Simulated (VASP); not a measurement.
Crystal: Be2Ga2C3.

```xyz
7
Lattice="2.8599 0.0000 0.0000 -1.4299 2.4767 0.0000 0.0000 0.0000 12.0587" Properties=species:S:1:pos:R:3 pbc="T T T"
Be    0.0000    1.6512    6.0293
Be    1.4299    0.8256    6.0293
Ga    0.0000    0.0000    3.2084
Ga    0.0000    0.0000    8.8503
C     0.0000    0.0000    6.0293
C     0.0000    1.6512    0.0000
C     1.4299    0.8256    0.0000
```

* Program: VASP 6.6.1
* Task: relaxation of cell and atoms
* Functional: PBE
* Potentials or basis: VASP PAW PBE potentials, release 64 (Be, Ga_d, C)
* Cutoff: 600 eV
* k mesh: 15 × 15 × 4
* Occupations: gaussian, width 0.1 eV
* Spin: no spin polarisation

At the start: pressure 0.5 GPa; volume 12.20 Å³/atom.

**Question.** Where does the relaxation end?

**Answer.** Over 7 steps the energy falls by 3.7 meV/atom and the volume is 12.73 Å³/atom (+4.4 %); space group P6/mmm (No. 191, to 0.05 Å).

The path:
| step | energy change (eV) | largest force (eV/Å) | pressure (GPa) | volume (Å³) |
| --- | --- | --- | --- | --- |
| 1 | 0.0000 | 0.1154 | 0.47 | 85.41 |
| 2 | -0.0054 | 0.1005 | 0.36 | 85.86 |
| 3 | -0.0177 | 0.0609 | 0.04 | 87.19 |
| 4 | -0.0254 | 0.0147 | -0.37 | 89.84 |
| 5 | -0.0259 | 0.0017 | -0.32 | 89.29 |
| 6 | -0.0233 | 0.0035 | 1.00 | 88.65 |
| 7 | -0.0262 | 0.0023 | -0.02 | 89.14 |

Final structure:
```xyz
7
Lattice="2.8528 0.0000 0.0000 -1.4264 2.4706 0.0000 0.0000 0.0000 12.6480" Properties=species:S:1:pos:R:3 pbc="T T T"
Be    0.0000    1.6470    6.3240
Be    1.4264    0.8235    6.3240
Ga    0.0000    0.0000    3.3141
Ga    0.0000    0.0000    9.3339
C     0.0000    0.0000    6.3240
C     0.0000    1.6470    0.0000
C     1.4264    0.8235    0.0000
```
